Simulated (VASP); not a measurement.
Here is a VASP 6.6.1 calculation.

The input INCAR:

```
PREC     = Accurate       # precision mode
ENCUT    = 600            # plane-wave cutoff, eV
EDIFF    = 1E-6           # SCF threshold, eV
ISMEAR   = 0              # smearing method
SIGMA    = 0.1            # smearing width, eV
LREAL    = Auto         
LASPH    = True           # aspherical terms in the spheres
NELM     = 60             # most SCF steps
ALGO     = Normal         # electronic algorithm
ISIF     = 3              # what is computed and relaxed
LWAVE    = False          # write WAVECAR
LCHARG   = False          # write CHGCAR
GGA      = PE             # functional
IBRION   = 2              # ionic algorithm
NSW      = 90             # ionic steps
EDIFFG   = -0.04          # ionic threshold
```

The input KPOINTS:

```
Automatic mesh
0
Gamma
  2 2 2
```

The input POSCAR:

```
MgH2
1.0
    0.0000000000      8.3288284200      8.3288284200
    8.3288284200      0.0000000000      8.3288284200
    8.3288284200      8.3288284200      0.0000000000
Mg H
8 16
Direct
    0.8062530200      0.0645823300      0.0645823300
    0.1854176700      0.1854176700      0.1854176700
    0.1854176700      0.1854176700      0.4437469800
    0.1854176700      0.4437469800      0.1854176700
    0.0645823300      0.8062530200      0.0645823300
    0.0645823300      0.0645823300      0.0645823300
    0.0645823300      0.0645823300      0.8062530200
    0.4437469800      0.1854176700      0.1854176700
    0.9144063100      0.9144063100      0.0855936900
    0.9144063100      0.0855936900      0.0855936900
    0.9144063100      0.0855936900      0.9144063100
    0.6250000000      0.1250000000      0.1250000000
    0.1644063100      0.1644063100      0.3355936900
    0.1644063100      0.3355936900      0.1644063100
    0.1250000000      0.1250000000      0.1250000000
    0.3355936900      0.1644063100      0.1644063100
    0.1644063100      0.3355936900      0.3355936900
    0.1250000000      0.1250000000      0.6250000000
    0.3355936900      0.1644063100      0.3355936900
    0.1250000000      0.6250000000      0.1250000000
    0.3355936900      0.3355936900      0.1644063100
    0.0855936900      0.9144063100      0.0855936900
    0.0855936900      0.9144063100      0.9144063100
    0.0855936900      0.0855936900      0.9144063100
```

Potentials or basis: VASP PAW PBE potentials, release 64 (Mg, H).

The run is started by

```bash
$ cat potpaw_PBE.64/Mg/POTCAR potpaw_PBE.64/H/POTCAR > POTCAR
$ mpirun -np 1 vasp_std > vasp.out
```

Question: Predict the relaxed cell.

Answer: a = 12.251 Å, b = 12.251 Å, c = 12.251 Å, α = 60.00°, β = 60.00°, γ = 60.00°.

Question: Predict the relaxed volume.

Answer: 54.18 Å³/atom.

Question: What does it give for the space group after relaxing (to 0.1 Å)?

Answer: Fd-3m (No. 227).

Question: What does it give for the band gap on the k mesh?

Answer: 5.07 eV.

Final structure:
```cif
data_structure
_symmetry_space_group_name_H-M 'P 1'
_symmetry_Int_Tables_number 1
_cell_length_a 12.2513
_cell_length_b 12.2513
_cell_length_c 12.2513
_cell_angle_alpha 60.000
_cell_angle_beta 60.000
_cell_angle_gamma 60.000
_cell_volume 1300.27
loop_
_atom_site_label
_atom_site_type_symbol
_atom_site_fract_x
_atom_site_fract_y
_atom_site_fract_z
_atom_site_occupancy
Mg1 Mg 0.80489 0.06504 0.06504 1
Mg2 Mg 0.18496 0.18496 0.18496 1
Mg3 Mg 0.18496 0.18496 0.44511 1
Mg4 Mg 0.18496 0.44511 0.18496 1
Mg5 Mg 0.06504 0.80489 0.06504 1
Mg6 Mg 0.06504 0.06504 0.06504 1
Mg7 Mg 0.06504 0.06504 0.80489 1
Mg8 Mg 0.44511 0.18496 0.18496 1
H1 H 0.88049 0.88049 0.11951 1
H2 H 0.88049 0.11951 0.11951 1
H3 H 0.88049 0.11951 0.88049 1
H4 H 0.62500 0.12500 0.12500 1
H5 H 0.13049 0.13049 0.36951 1
H6 H 0.13049 0.36951 0.13049 1
H7 H 0.12500 0.12500 0.12500 1
H8 H 0.36951 0.13049 0.13049 1
H9 H 0.13049 0.36951 0.36951 1
H10 H 0.12500 0.12500 0.62500 1
H11 H 0.36951 0.13049 0.36951 1
H12 H 0.12500 0.62500 0.12500 1
H13 H 0.36951 0.36951 0.13049 1
H14 H 0.11951 0.88049 0.11951 1
H15 H 0.11951 0.88049 0.88049 1
H16 H 0.11951 0.11951 0.88049 1
```

A k mesh can miss the band edges.
